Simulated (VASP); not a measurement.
# Ge (Fd-3m) in VASP: further runs, part 2 of 2

VASP 6.6.1.

### 4 Vibrations by perturbation theory, PBEsol (23.33 Å³/atom)

This run uses another cell than the first one, of 23.33 Å³/atom.

INCAR reads:

```
PREC = Accurate
ENCUT = 520
EDIFF = 1E-8
ISMEAR = -1
SIGMA = 0.15
LREAL = False
LASPH = True
NELM = 60
ALGO = Normal
ISIF = 2
LWAVE = False
LCHARG = False
GGA = PS
IBRION = 8
NSW = 1
```

KPOINTS reads:

```
regular mesh
0
Gamma
  14 14 14
```

POSCAR reads:

```
Ge
1.0
    0.0000000000      2.8575420357      2.8575420357
    2.8575420357      0.0000000000      2.8575420357
    2.8575420357      2.8575420357      0.0000000000
Ge
2
Direct
    0.5000000000      0.5000000000      0.5000000000
    0.7500000000      0.7500000000      0.7500000000
```

Potentials or basis: VASP PAW PBE potentials, release 64 (Ge_d).

Command:

```
$ cat potpaw_PBE.64/Ge_d/POTCAR > POTCAR
$ mpirun -np 1 vasp_std > vasp.out
```

OUTCAR:

```text
PREC = Accurate
   ENCUT = 520
   EDIFF = 1E-8
   ISMEAR = -1
   LREAL = False
   LASPH = True
   NELM = 60
   ISIF = 2
   GGA = PS
   IBRION = 8
   NSW = 1

 ion  position               nearest neighbor table
   1  0.500  0.500  0.500-   2 2.47   2 2.47   2 2.47   2 2.47
   2  0.750  0.750  0.750-   1 2.47   1 2.47   1 2.47   1 2.47

  LATTYP: Found a face centered cubic cell.
 ALAT       =     5.7150840714

  Lattice vectors:

 A1 = (   0.0000000000,   2.8575420357,   2.8575420357)
 A2 = (   2.8575420357,   0.0000000000,   2.8575420357)
 A3 = (   2.8575420357,   2.8575420357,   0.0000000000)

Analysis of symmetry for initial positions (statically):
=====================================================================
 Subroutine PRICEL returns:
 Original cell was already a primitive cell.

 Routine SETGRP: Setting up the symmetry group for a
 face centered cubic supercell.

 Subroutine GETGRP returns: Found 48 space group operations
 (whereof 24 operations were pure point group operations)
 out of a pool of 48 trial point group operations.

The static configuration has the point symmetry T_d .
 The point group associated with its full space group is O_h .

Analysis of symmetry for dynamics (positions and initial velocities):
=====================================================================
 Subroutine PRICEL returns:
 Original cell was already a primitive cell.

 Routine SETGRP: Setting up the symmetry group for a
 face centered cubic supercell.

 Subroutine GETGRP returns: Found 48 space group operations
 (whereof 24 operations were pure point group operations)
 out of a pool of 48 trial point group operations.

[... 684 lines left out ...]
      2.85754      2.85754      2.85754        -0.000000     -0.000000     -0.000000
      4.28631      4.28631      4.28631         0.000000      0.000000      0.000000
 -----------------------------------------------------------------------------------
    total drift:                                0.000000     -0.000000     -0.000000

  FREE ENERGIE OF THE ION-ELECTRON SYSTEM (eV)
  ---------------------------------------------------
  free  energy   TOTEN  =        -9.8734660485 eV

  energy  without entropy=       -9.8651574458  energy(sigma->0) =       -9.86931175

[... ionic steps 2 to 3 ...]

--------------------------------------- Ionic step        4  -------------------------------------------

 Free energy of the ion-electron system (eV)
  ---------------------------------------------------
  ---------------------------------------------------
  free energy    TOTEN  =        -0.19387920 eV

  energy without entropy =       -0.19387920

------------------------ aborting loop because EDIFF is reached ----------------------------------------

 INTERNAL STRAIN TENSOR  FOR ION    1  DIRECTION 1   (eV/Angst):
 -----------------------------------------------------------------------------
    -0.00537  0.00000  0.00000
     0.00000  0.00337  7.36689
     0.00000  7.36689  0.00337

 INTERNAL STRAIN TENSOR FOR ION    2 for displacements in x,y,z  (eV/Angst):
          X           Y           Z          XY          YZ          ZX
  --------------------------------------------------------------------------------
  x     0.00000    -0.00000    -0.00000     0.00000    -7.36689     0.00000
  y    -0.00000     0.00000    -0.00000     0.00000     0.00000    -7.36689
  z    -0.00000    -0.00000     0.00000    -7.36689     0.00000     0.00000

 SECOND DERIVATIVES (NOT SYMMETRIZED)
 ------------------------------------
               1X          1Y          1Z          2X          2Y          2Z
  1X   -10.080331    0.000000    0.000000   10.080331    0.000000    0.000000
  1Y     0.000000  -10.080331    0.000000    0.000000   10.080331    0.000000
  1Z     0.000000    0.000000  -10.080331    0.000000    0.000000   10.080331
  2X    10.080331    0.000000    0.000000  -10.080331    0.000000    0.000000
  2Y     0.000000   10.080331    0.000000    0.000000  -10.080331    0.000000
  2Z     0.000000    0.000000   10.080331    0.000000    0.000000  -10.080331

 Eigenvectors and eigenvalues of the dynamical matrix
 ----------------------------------------------------

   1 f  =    8.237680 THz    51.758868 2PiTHz  274.779415 cm-1    34.068290 meV
             X         Y         Z           dx          dy          dz
      2.857542  2.857542  2.857542     0.000000   -0.707107    0.000000
      4.286313  4.286313  4.286313     0.000000    0.707107    0.000000
[... 21 lines left out ...]
   6 f  =    0.000000 THz     0.000000 2PiTHz    0.000000 cm-1     0.000000 meV
             X         Y         Z           dx          dy          dz
      2.857542  2.857542  2.857542     0.000000    0.000000    0.707107
      4.286313  4.286313  4.286313     0.000000    0.000000    0.707107

--------------------------------------------------------------------------------------------------------

 ELASTIC MODULI CONTR FROM IONIC RELAXATION (kBar)
 Direction    XX          YY          ZZ          XY          YZ          ZX
 --------------------------------------------------------------------------------
 XX          -0.0000     -0.0000     -0.0000     -0.0000      0.0000     -0.0000
 YY          -0.0000     -0.0000     -0.0000     -0.0000     -0.0000      0.0000
 ZZ          -0.0000     -0.0000     -0.0000      0.0000     -0.0000     -0.0000
 XY          -0.0000     -0.0000      0.0000   -184.8402      0.0000      0.0000
 YZ           0.0000     -0.0000     -0.0000      0.0000   -184.8402      0.0000
 ZX          -0.0000      0.0000     -0.0000      0.0000      0.0000   -184.8402
 --------------------------------------------------------------------------------
```

Run time: 7.9 min. Hardware: 1 thread of Intel Xeon 8259CL, shared host; peak memory 0.73 GiB.

What came out:

```yaml
Highest_phonon_frequency_at_Γ: 275 cm⁻¹
```

Phonon frequencies in cm⁻¹ (negative: imaginary):
```csv
q point,frequencies
"(0.000, 0.000, 0.000)",0 0 0 275 275 275
```

Caveat: the cell stands under pressure or tension, which shifts response properties; the PAW data sets were made with another functional, which shifts forces and pressure a little.
